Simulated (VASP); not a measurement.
Set up this calculation in VASP 6.6.1, as the native input.

| Property | Result |
| --- | --- |
| Task | single point |
| Functional | PBE |
| Potentials or basis | VASP PAW PBE potentials, release 64 (Mo_sv, Te) |
| Cutoff | 520 eV |
| k mesh | 12 × 12 × 4 |
| Occupations | fermi-dirac, width 0.02 eV |
| Spin | no spin polarisation |
| Dipole correction | no |
| Further INCAR settings | ALGO = Normal; EDIFF = 1e-06; NBANDS = 20 |

The structure of Te2Mo lies in POSCAR:

```
Te2Mo
1.0
    3.5194547085      0.0000000000      0.0000000000
   -1.7597273543      3.0479371850      0.0000000000
    0.0000000000      0.0000000000      7.2144517852
Mo Te
1 2
Direct
    0.0000000000      0.0000000000      0.0000000000
    0.3333333333      0.6666666667      0.2534156295
    0.6666666667      0.3333333333      0.7465843705
```

These files were run (other wordings do the same):

INCAR

```
SYSTEM = Te2Mo
ALGO     = Normal         ! electronic algorithm
EDIFF    = 1E-6           ! SCF threshold, eV
ENCUT    = 520            ! plane-wave cutoff, eV
GGA      = PE             ! functional
ISIF     = 2              ! what is computed and relaxed
ISMEAR   = -1             ! smearing method
LASPH    = .True.         ! aspherical terms in the spheres
LCHARG   = .False.        ! write CHGCAR
LREAL    = .False.        ! projectors in reciprocal space
LWAVE    = .False.        ! write WAVECAR
NBANDS   = 20             ! bands
NELM     = 100            ! most SCF steps
PREC     = Accurate       ! precision mode
SIGMA    = 0.02           ! smearing width, eV
```

KPOINTS

```
k-points
0
Gamma
  12 12 4
  0 0 0
```

Potentials or basis: VASP PAW PBE potentials, release 64 (Mo_sv, Te).

Command:

```bash
$ cat potpaw_PBE.64/Mo_sv/POTCAR potpaw_PBE.64/Te/POTCAR > POTCAR
$ mpirun -np 1 vasp_std > vasp.out
```

Results of the run:

```yaml
Pressure: 1.9 GPa
Largest_force: 0.233 eV/Å
Band_gap_on_the_k_mesh: zero (band 13 reaches 8.72 eV, above the bottom of band 14 at 8.16 eV)
```

Caveat: spin-orbit coupling is left out, which moves the levels of the heavy elements; this functional lacks dispersion, which binds the layers, so the pressure and a relaxed spacing across them are unreliable.

It took 81 s on 1 thread of Intel(R) Xeon(R) Platinum 8259CL CPU @ 2.50GHz (Skylake/Cascade Lake), with other jobs on the host, peak memory 0.26 GiB.
